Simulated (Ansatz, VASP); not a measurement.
# Two plane-wave programs on Ge2F

```
Ge F
1.0
     4.32661    0.00000    0.00000
    -2.16331    3.74696    0.00000
     0.00000    0.00000    3.02267
Ge F
2 1
Direct
  0.33333 0.66667 0.50000
  0.66667 0.33333 0.50000
  0.00000 0.00000 0.00000
```

Change from the starting cell: species swapped into the HfB2 type (P6/mmm, No. 191).

Alike in both runs: task relaxation of cell and atoms; functional PBE; k mesh 12 × 12 × 16; occupations gaussian, width 0.1 eV; no spin polarisation.

|  | VASP | Ansatz |
| --- | --- | --- |
| version | VASP 6.6.1 | Ansatz 0.2.0 |
| potentials or method | VASP PAW PBE potentials, release 64 (Ge_d, F), cutoff 600 eV | scalar-relativistic, plane waves, PAW |
| valence electrons in the cell | 35 | 35 |

|  | VASP | Ansatz | Ansatz less VASP |
| --- | --- | --- | --- |
| gap on the k mesh at the Fermi level, each at its own relaxed structure (eV) | none | none | - |
| relaxed volume (Å³/atom) | 16.08 | 16.12 | +0.037 |
| relaxed cell length with the largest relative difference (Å) | 2.926 | 2.931 | +0.0052 |

A gap of «none» marks a metal or a gap that the smearing closes.
